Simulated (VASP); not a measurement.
Here is a VASP 6.6.1 calculation.

Contents of POSCAR:

```
PtSe2
1.0
    3.7027558108      0.0000000000      0.0000000000
   -1.8513779054      3.2066805961      0.0000000000
    0.0000000000      0.0000000000     31.1215005226
Se Pt
2 1
Direct
    0.6666666667      0.3333333333      0.4576402051
    0.3333333333      0.6666666667      0.5423597949
    0.0000000000      0.0000000000      0.5000000000
```

The input INCAR.step1:

```
  PREC = Accurate
  ENCUT = 520
  ISMEAR = 0
  SIGMA = 0.02
  LREAL = False
  LASPH = True
  NELM = 80
  LDIPOL = True
  IDIPOL = 3
  DIPOL = 0.5 0.5 0.500
  NBANDS = 18
  GGA = PE
  ALGO = Normal
  EDIFF = 1E-4
  LWAVE = True
  LCHARG = False
```

INCAR.step2

```
  PREC = Accurate
  ENCUT = 520
  EDIFF = 1E-6
  ISMEAR = 0
  SIGMA = 0.02
  LREAL = False
  LASPH = True
  NELM = 80
  ALGO = Normal
  ISIF = 2
  LWAVE = False
  LCHARG = False
  LDIPOL = True
  IDIPOL = 3
  DIPOL = 0.5 0.5 0.500
  METAGGA = R2SCAN
  LMIXTAU = True
  NBANDS = 18
  ISTART = 1
```

The input KPOINTS:

```
regular mesh
0
Gamma
  9 9 1
```

Potentials or basis: VASP PAW PBE potentials, release 64 (Se, Pt).

Launch:

```console
$ cat potpaw_PBE.64/Se/POTCAR potpaw_PBE.64/Pt/POTCAR > POTCAR
$ cp INCAR.step1 INCAR
$ mpirun -np 1 vasp_std > vasp.out
$ cp INCAR.step2 INCAR
$ mpirun -np 1 vasp_std > vasp.out
```

Task: What does it give for the largest force?

Result: 0.009 eV/Å.

Task: Predict the band gap on the k mesh.

Result: 1.59 eV (least direct gap 1.81 eV).

Forces in eV/Å, atoms in the order of the input:
```
Se   0.000  0.000 -0.009
Se   0.000  0.000  0.009
Pt   0.000  0.000  0.000
```

Caveat: the PAW data sets were made with another functional, which shifts forces and pressure a little; spin-orbit coupling is left out, which moves the levels of the heavy elements.
